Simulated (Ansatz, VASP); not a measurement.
# Al in VASP and in Ansatz

```xyz
1
Lattice="0.0000 2.0072 2.0072 2.0072 0.0000 2.0072 2.0072 2.0072 0.0000" Properties=species:S:1:pos:R:3 pbc="T T T"
Al    0.0000    0.0000    0.0000
```

Alike in both runs: functional PBEsol; k mesh 23 × 23 × 23; no spin polarisation.

Ansatz relaxed the structure, and its values are those at the end. VASP's run is a single point on that final structure, the one shown.

```csv
,VASP,Ansatz
version,VASP 6.6.1,Ansatz 0.2.0
potentials or method,"VASP PAW PBE potentials, release 64 (Al)","plane-wave PAW, scalar-relativistic"
plane-wave cutoff (eV),520,420
occupations,"methfessel-paxton of order 1, width 0.1 eV","cold, width 0.1 eV"
valence electrons in the cell,3,3
```

```tsv
	VASP	Ansatz	Ansatz less VASP
pressure (GPa)	0.1	0.0	-0.09
```

VASP's potentials were made for PBE, not for PBEsol, and Ansatz warns of the same on its side.
